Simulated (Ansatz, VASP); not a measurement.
**Two plane-wave programs on As**

```
As
1.0
    -2.61055    2.61055    1.43580
     2.61055   -2.61055    1.43580
     2.61055    2.61055   -1.43580
As
2
Direct
  0.62500 0.87500 0.75000
  0.37500 0.12500 0.25000
```

Alike in both runs: task relaxation of cell and atoms; functional PBE; k mesh 17 × 17 × 17; occupations fermi-dirac, width 0.025 eV; no spin polarisation.

|  | VASP | Ansatz |
| --- | --- | --- |
| version | VASP 6.6.1 | Ansatz 0.2.0 |
| potentials or method | VASP PAW PBE potentials, release 64 (As) | PAW with Ansatz's default frozen-core files, scalar-relativistic |
| plane-wave cutoff (eV) | 600 | 420 |
| valence electrons in the cell | 10 | 30 |

Ansatz gave:

```
relaxed volume (Å³/atom)                                                      : 20.30
relaxed length of the cell vector where the two differ most in proportion (Å) : 4.034
```

**Question.** Estimate VASP's values.

**Answer.** Relaxed volume (Å³/atom): 20.34; relaxed length of the cell vector where the two differ most in proportion (Å): 4.037.

VASP's potentials hold 10 valence electrons a cell and Ansatz's 30, so a difference there can come from the potentials and not from the codes. Ansatz's warnings: stress scf threshold loose.
